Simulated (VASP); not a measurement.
Cu, 1 atom in the cell. Symmetry: Fm-3m, No. 225, cubic system. Conventional cell: a = 3.615 Å, b = 3.615 Å, c = 3.615 Å, α = 90.00°, β = 90.00°, γ = 90.00°. Cu (site symmetry m-3m) has 12 Cu at 2.56 Å within 3.4 Å. 

```yaml
Program: VASP 6.6.1
Task: single point
Functional: BLYP
Potentials_or_basis: VASP PAW PBE potentials, release 64 (Cu)
Cutoff: 520 eV
k_mesh: 13 × 13 × 13
Occupations: fermi-dirac, width 0.15 eV
Spin: no spin polarisation
Dipole_correction: no
Further_INCAR_settings: ALGO = Normal; EDIFF = 1e-06; NBANDS = 12
```

Potentials or basis: VASP PAW PBE potentials, release 64 (Cu).

Launch:

```bash
$ cat potpaw_PBE.64/Cu/POTCAR > POTCAR
$ mpirun -np 1 vasp_std > vasp.out
```

Hardware: 1 thread of Intel Xeon 8259CL, on a shared host.

Question: How long does it take, and how much memory?

Answer: Run time: 16 s on 1 thread of Intel Xeon 8259CL (shared host), peak memory 0.13 GiB. Counts: scf iterations 11, k points 84.
